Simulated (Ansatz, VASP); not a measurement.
One calculation of CaO, two programs

```
CELL_PARAMETERS angstrom
0.00000 2.48574 2.41227
2.48574 0.00000 2.41227
2.48574 2.48574 0.00000
ATOMIC_POSITIONS crystal
Ca 0.00000 0.00000 0.00000
O 0.50000 0.50000 0.50000
```

Change from the starting cell: strain +0.015 along x and y, -0.015 along z, atoms carried along.

Alike in both runs: task single point; functional PBE; k mesh 8 × 8 × 8; occupations gaussian, width 0.05 eV; no spin polarisation.

```csv
,VASP,Ansatz
version,VASP 6.6.1,Ansatz 0.2.0
potentials or method,"VASP PAW PBE potentials, release 64 (Ca_sv, O), cutoff 520 eV","scalar-relativistic, plane waves, PAW"
valence electrons in the cell,16,16
```

VASP gave:

```
gap on the k mesh at the Fermi level (eV)                     : 3.55
least direct gap on the mesh (eV)                             : 4.02
pressure (GPa)                                                : -4.6
traceless stress, the component that is largest in VASP (GPa) : 2.26
```

Problem. What did Ansatz give for the same quantities?

Solution. gap on the k mesh at the Fermi level (eV): 3.56; least direct gap on the mesh (eV): 4.03; pressure (GPa): -5.1; traceless stress, the component that is largest in VASP (GPa): 2.15.
